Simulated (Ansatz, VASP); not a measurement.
# Ta2W: VASP beside Ansatz

```
Ta W
1.0
    -1.61817    1.61817    4.85451
     1.61817   -1.61817    4.85451
     1.61817    1.61817   -4.85451
Ta W
2 1
Direct
  0.66667 0.66667 0.00000
  0.33333 0.33333 0.00000
  0.00000 0.00000 0.00000
```

Alike in both runs: task single point; functional PBE; k mesh 8 × 8 × 8; occupations gaussian, width 0.1 eV; no spin polarisation.

|  | VASP | Ansatz |
| --- | --- | --- |
| version | VASP 6.6.1 | Ansatz 0.2.0 |
| potentials or method | VASP PAW PBE potentials, release 64 (Ta_pv, W_sv), cutoff 520 eV | scalar-relativistic, plane waves, PAW |
| valence electrons in the cell | 36 | 40 |

```csv
,VASP,Ansatz,Ansatz less VASP
gap on the k mesh at the Fermi level (eV),none,none,-
pressure (GPa),6.2,6.0,-0.28
"traceless stress, the component that is largest in VASP (GPa)",-0.81,-0.81,+0.002
rms of the force components (eV/Å),0.484,0.489,+0.0049
```

Atom by atom the forces differ by 0.005 eV/Å (rms over components). A gap of «none» marks a metal or a gap that the smearing closes. VASP's potentials hold 36 valence electrons a cell and Ansatz's 40, so a difference there can come from the potentials and not from the codes.

Neither program's run includes spin-orbit coupling.
